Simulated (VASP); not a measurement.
Write the native input for VASP 6.6.1 that does the following.

| Item | Value |
| --- | --- |
| Task | single point |
| Functional | PBE |
| Potentials or basis | VASP PAW PBE potentials, release 64 (Si, N) |
| Cutoff | 520 eV |
| k mesh | 6 × 6 × 6 |
| Occupations | gaussian, width 0.02 eV |
| Spin | no spin polarisation |
| Dipole correction | no |
| Further INCAR settings | ALGO = Normal; EDIFF = 1e-06; NBANDS = 45 |

The structure of Si3N4 lies in POSCAR:

```
Si3N4
1.0
    0.0000000000      3.7321506024      3.7321506024
    3.7321506024      0.0000000000      3.7321506024
    3.7321506024      3.7321506024      0.0000000000
Si N
6 8
Direct
    0.1250000000      0.1250000000      0.6250000000
    0.1250000000      0.6250000000      0.1250000000
    0.6250000000      0.1250000000      0.1250000000
    0.1250000000      0.1250000000      0.1250000000
    0.7500000000      0.7500000000      0.7500000000
    0.5000000000      0.5000000000      0.5000000000
    0.3681577187      0.3681577187      0.3681577187
    0.3544731561      0.8818422813      0.8818422813
    0.8818422813      0.8818422813      0.3544731561
    0.8818422813      0.3544731561      0.8818422813
    0.3681577187      0.3681577187      0.8955268439
    0.3681577187      0.8955268439      0.3681577187
    0.8818422813      0.8818422813      0.8818422813
    0.8955268439      0.3681577187      0.3681577187
```

These files were run (other wordings do the same):

INCAR

```
SYSTEM = Si3N4
PREC     = Accurate       ! precision mode
ENCUT    = 520            ! plane-wave cutoff, eV
EDIFF    = 1E-6           ! SCF threshold, eV
ISMEAR   = 0              ! smearing method
SIGMA    = 0.02           ! smearing width, eV
LREAL    = .False.        ! projectors in reciprocal space
LASPH    = .True.         ! aspherical terms in the spheres
NELM     = 60             ! most SCF steps
ALGO     = Normal         ! electronic algorithm
ISIF     = 2              ! what is computed and relaxed
LWAVE    = .False.        ! write WAVECAR
LCHARG   = .True.         ! write CHGCAR
GGA      = PE             ! functional
LELF     = .True.         ! ELF
LVHAR    = .True.       
NBANDS   = 45             ! bands
```

KPOINTS

```
regular mesh
0
Gamma
  6 6 6
  0 0 0
```

Potentials or basis: VASP PAW PBE potentials, release 64 (Si, N).

The run is started by

```sh
$ cat potpaw_PBE.64/Si/POTCAR potpaw_PBE.64/N/POTCAR > POTCAR
$ mpirun -np 1 vasp_std > vasp.out
```

It gave:

- Pressure: 48.5 GPa
- Largest force: 0.009 eV/Å
- Band gap on the k mesh: 3.85 eV

Caveat: the cell stands under pressure.

Run time: 70 s on 1 thread of Intel Xeon 8259CL, on a shared host, peak memory 0.25 GiB.
